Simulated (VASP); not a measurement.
# ZnO (P6_3/mmc) in VASP: notebook, part 2 of 2

VASP 6.6.1. Earlier steps stand in the parts before.

## (3) Single point, PBEsol (17.36 Å³/atom)

INCAR

```
SYSTEM = ZnO
ALGO = Normal
EDIFF = 1E-7
ENCUT = 520
GGA = PS
ISIF = 2
ISMEAR = -1
LASPH = .TRUE.
LCHARG = .FALSE.
LREAL = .FALSE.
LWAVE = .FALSE.
NBANDS = 26
NELM = 100
PREC = Accurate
SIGMA = 0.05
```

KPOINTS

```
k-points
0
G
  9 9 4
  0 0 0
```

POSCAR

```
ZnO
1.0
    3.3312348463      0.0000000000      0.0000000000
   -1.6656174231      2.8849340028      0.0000000000
    0.0000000000      0.0000000000      7.2242737071
Zn O
2 2
Direct
    0.0000000000      0.0000000000      0.2500000000
    0.0000000000      0.0000000000      0.7500000000
    0.6666666667      0.3333333333      0.7500000000
    0.3333333333      0.6666666667      0.2500000000
```

Potentials or basis: VASP PAW PBE potentials, release 64 (Zn, O).

Run with:

```bash
$ cat potpaw_PBE.64/Zn/POTCAR potpaw_PBE.64/O/POTCAR > POTCAR
$ mpirun -np 1 vasp_std > vasp.out
```

It took 2.3 min on 1 thread of Intel Xeon 8259CL, shared host; peak memory 0.22 GiB.

It converged, with:

- Free energy: -18.1817 eV
- Pressure: -6.8 GPa
- Band gap on the k mesh: 0.75 eV

Stress tensor (GPa, compression positive):
```
-9.79  0.00  0.00
 0.00 -9.79  0.00
 0.00  0.00 -0.87
```

Levels at points of the mesh, in eV from the valence-band top:
```
           k point  band 14  band 15  band 16  band 17  band 18  band 19  band 20  band 21  band 22  band 23
(0.00, 0.00, 0.00)    -1.53    -0.01    -0.01     0.00     0.00     0.75     3.15     5.12    10.70    10.81
(0.00, 0.00, 0.50)    -2.32     0.00     0.00     0.00     0.00     1.83     1.83     7.10     7.10    12.85
```

Caveat: the cell stands under tension; the PAW data sets were made with another functional, which shifts forces and pressure a little; an odd mesh through Γ misses points on the zone boundary, where band edges can lie.

## (4) Single point, LDA (17.69 Å³/atom)

This run uses another cell than the first one, of 17.69 Å³/atom.

INCAR

```
ALGO = Normal
EDIFF = 1E-6
ENCUT = 520
GGA = CA
ISIF = 2
ISMEAR = -1
LASPH = True
LCHARG = True
LELF = True
LREAL = False
LVHAR = True
LWAVE = False
NBANDS = 26
NELM = 60
PREC = Accurate
SIGMA = 0.05
```

KPOINTS

```
k-points
0
Gamma
  9 9 4
```

POSCAR

```
ZnO
1.0
    3.3524534747      0.0000000000      0.0000000000
   -1.6762267373      2.9033098741      0.0000000000
    0.0000000000      0.0000000000      7.2702894300
Zn O
2 2
Direct
    0.0000000000      0.0000000000      0.2500000000
    0.0000000000      0.0000000000      0.7500000000
    0.6666666667      0.3333333333      0.7500000000
    0.3333333333      0.6666666667      0.2500000000
```

Potentials or basis: VASP PAW LDA potentials, release 64 (Zn, O).

Run with:

```bash
$ cat potpaw_LDA.64/Zn/POTCAR potpaw_LDA.64/O/POTCAR > POTCAR
$ mpirun -np 1 vasp_std > vasp.out
```

OUTCAR:

```text
EDIFF = 1E-6
   ENCUT = 520
   GGA = CA
   ISIF = 2
   ISMEAR = -1
   LASPH = True
   LREAL = False
   NELM = 60
   PREC = Accurate

 ion  position               nearest neighbor table
   1  0.000  0.000  0.250-   4 1.94   4 1.94   4 1.94
   2  0.000  0.000  0.750-   3 1.94   3 1.94   3 1.94
   3  0.667  0.333  0.750-   2 1.94   2 1.94   2 1.94
   4  0.333  0.667  0.250-   1 1.94   1 1.94   1 1.94

  LATTYP: Found a hexagonal cell.
 ALAT       =     3.3524534747
 C/A-ratio  =     2.1686473757

  Lattice vectors:

 A1 = (   3.3524534747,   0.0000000000,   0.0000000000)
 A2 = (  -1.6762267373,   2.9033098741,   0.0000000000)
 A3 = (   0.0000000000,   0.0000000000,   7.2702894300)

Analysis of symmetry for initial positions (statically):
=====================================================================
 Subroutine PRICEL returns:
 Original cell was already a primitive cell.

 Routine SETGRP: Setting up the symmetry group for a
 hexagonal supercell.

 Subroutine GETGRP returns: Found 24 space group operations
[... 164 lines left out ...]
  ---------------------------------------------------
  ext. energy  EPLUGINS =         0.00000000
  ---------------------------------------------------
  free energy    TOTEN  =       -19.52593515 eV

  energy without entropy =      -19.52592306  energy(sigma->0) =      -19.52592911

 E-fermi :  -1.1391     XC(G=0):  -9.2497

 val. band max:       -1.5823565675   @ k =   0.0000   0.0000   0.0000
 cond. band min:      -0.8346814502   @ k =   0.0000   0.0000   0.0000
 fundamental gap:      0.7476751173
 Fermi energy:        -1.1391320373

 k-point     1 :       0.0000    0.0000    0.0000
  band No.  band energies     occupation
      1     -18.2985      2.00000
      2     -18.2251      2.00000
      3      -7.4513      2.00000
      4      -7.4513      2.00000
      5      -7.4387      2.00000
      6      -7.4387      2.00000
[... 685 lines left out ...]
     25       8.0066      0.00000
     26       8.3113      0.00000

 [... further k-points ...]
[... 5 lines left out ...]
  --------------------------------------------------------------------------------------
  -------------------------------------------------------------------------------------
  Total       -7.1266393     -7.1266393     -0.7630753     -0.0000000      0.0000000      0.0000000
  in kB     -161.3568875   -161.3568875    -17.2770705     -0.0000000      0.0000000      0.0000000
  external PRESSURE =    -113.3302819 kB  Pullay stress =       0.0000000 kB

 VOLUME and BASIS-vectors are now :
 -----------------------------------------------------------------------------
  energy-cutoff  :      520.00
  volume of cell :       70.76
      direct lattice vectors                 reciprocal lattice vectors
     3.352453475  0.000000000  0.000000000     0.298289002  0.172217235  0.000000000
    -1.676226737  2.903309874  0.000000000     0.000000000  0.344434471  0.000000000
     0.000000000  0.000000000  7.270289430     0.000000000  0.000000000  0.137546106

 POSITION                                       TOTAL-FORCE (eV/Angst)
 -----------------------------------------------------------------------------------
      0.00000      0.00000      1.81757         0.000000      0.000000      0.000000
      0.00000      0.00000      5.45272         0.000000     -0.000000      0.000000
      1.67623      0.96777      5.45272         0.000000     -0.000000      0.000000
     -0.00000      1.93554      1.81757        -0.000000      0.000000     -0.000000
 -----------------------------------------------------------------------------------
    total drift:                                0.000000     -0.000000      0.000000

  FREE ENERGIE OF THE ION-ELECTRON SYSTEM (eV)
  ---------------------------------------------------
  free  energy   TOTEN  =       -19.5259351538 eV

  energy  without entropy=      -19.5259230584  energy(sigma->0) =      -19.52592911
```

Wall time 2.1 min (1 thread of Intel Xeon 8259CL, shared host); peak memory 0.2 GiB.

Results:

```yaml
Free_energy: -19.5259 eV
Pressure: -11.3 GPa
Band_gap_on_the_k_mesh: 0.75 eV
```

Levels at points of the mesh, in eV from the valence-band top:
```tsv
k point	band 15	band 16	band 17	band 18	band 19	band 20	band 21	band 22
(0.00, 0.00, 0.00)	-0.01	-0.01	0.00	0.00	0.75	3.09	5.09	10.54
(0.00, 0.00, 0.50)	0.00	0.00	0.00	0.00	1.82	1.82	7.02	7.02
```

Caveat: the cell stands under tension; an odd mesh through Γ misses points on the zone boundary, where band edges can lie.

## (5) Overview

| level | potentials or basis | cell | gap on the mesh (eV) | pressure (GPa) |
| --- | --- | --- | --- | --- |
| LDA | VASP PAW LDA potentials, release 64 (Zn, O) | a = 3.331, b = 3.331, c = 7.224 Å, angles 90.0, 90.0, 120.0°, 4 atoms | 0.75 | -10.2 |
| PBEsol | VASP PAW PBE potentials, release 64 (Zn, O) | a = 3.331, b = 3.331, c = 7.224 Å, angles 90.0, 90.0, 120.0°, 4 atoms | 0.75 | -6.8 |
| LDA | VASP PAW LDA potentials, release 64 (Zn, O) | a = 3.352, b = 3.352, c = 7.270 Å, angles 90.0, 90.0, 120.0°, 4 atoms | 0.75 | -11.3 |

Alike in all rows: task single point; no spin polarisation; k mesh 9 × 9 × 4; cutoff (eV) 520; smearing fermi-dirac 0.05 eV.

Caveats: the cell stands under tension; an odd mesh through Γ misses points on the zone boundary, where band edges can lie; the PAW data sets were made with another functional, which shifts forces and pressure a little (at least some runs).

Total energies depend on the potentials used, so only differences within one code and one set of settings carry meaning.
